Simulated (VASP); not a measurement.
Wanted: the native input for a VASP 6.6.1 run.

* Task: single point
* Functional: PBEsol
* Potentials or basis: VASP PAW PBE potentials, release 64 (Ag, Cl)
* Cutoff: 520 eV
* k mesh: 12 × 12 × 12
* Occupations: gaussian, width 0.05 eV
* Spin: no spin polarisation
* Dipole correction: no
* Further INCAR settings: ALGO = Normal; EDIFF = 1e-07; NBANDS = 16

The structure of AgCl lies in POSCAR:

```
AgCl
1.0
    3.2731923146     -0.0862250456     -0.0862250456
   -0.0862250456      3.2731923146     -0.0862250456
   -0.0862250456     -0.0862250456      3.2731923146
Ag Cl
1 1
Direct
    0.0000000000      0.0000000000      0.0000000000
    0.5000000000      0.5000000000      0.5000000000
```

These files were run (other wordings do the same):

INCAR

```
SYSTEM = AgCl
PREC = Accurate
ENCUT = 520
EDIFF = 1E-7
ISMEAR = 0
SIGMA = 0.05
LREAL = .FALSE.
LASPH = .TRUE.
NELM = 60
ALGO = Normal
ISIF = 2
LWAVE = .FALSE.
LCHARG = .FALSE.
GGA = PS
NBANDS = 16
```

KPOINTS

```
regular mesh
0
G
  12 12 12
  0 0 0
```

Potentials or basis: VASP PAW PBE potentials, release 64 (Ag, Cl).

Launch:

```bash
$ cat potpaw_PBE.64/Ag/POTCAR potpaw_PBE.64/Cl/POTCAR > POTCAR
$ mpirun -np 1 vasp_std > vasp.out
```

Results of the run:

```json
{
  "Pressure": "4.3 GPa",
  "Band gap on the k mesh": "0.33 eV, indirect (least direct gap 2.45 eV)"
}
```

Caveat: the PAW data sets were made with another functional, which shifts forces and pressure a little.

It took 25 s on 1 thread of Intel(R) Xeon(R) 6975P-C (Granite Rapids), on a shared host, peak memory 0.21 GiB.
